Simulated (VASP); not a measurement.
A run of VASP 6.6.1 is set up as follows.

File INCAR:

```
SYSTEM = SrO
  PREC = Accurate
  ENCUT = 600
  EDIFF = 1E-6
  ISMEAR = 0
  SIGMA = 0.1
  LREAL = .False.
  LASPH = .True.
  NELM = 200
  ALGO = Normal
  ISIF = 2
  LWAVE = .False.
  LCHARG = .False.
  LDAU = .True.
  LDAUTYPE = 2
  LDAUL = -1 1
  LDAUU = 0 5.9
  LDAUJ = 0 0
  LDAUPRINT = 1
  GGA = PE
  NBANDS = 15
  GGA_COMPAT = .False.
```

KPOINTS

```
Automatic mesh
0
Gamma
  6 6 6
  0 0 0
```

The input POSCAR:

```
SrO
1.0
    0.0000000000      2.5837846888      2.5837846888
    2.5837846888      0.0000000000      2.5837846888
    2.5837846888      2.5837846888      0.0000000000
Sr O
1 1
Direct
    0.5000000000      0.5000000000      0.5000000000
    0.0000000000      0.0000000000      0.0000000000
```

Potentials or basis: VASP PAW PBE potentials, release 64 (Sr_sv, O).

Run with:

```console
$ cat potpaw_PBE.64/Sr_sv/POTCAR potpaw_PBE.64/O/POTCAR > POTCAR
$ mpirun -np 1 vasp_std > vasp.out
```

**Question.** Estimate the band gap on the k mesh.

**Answer.** 3.38 eV (least direct gap 3.47 eV).

**Question.** Predict the pressure.

**Answer.** 0.9 GPa.

A k mesh can miss the band edges.
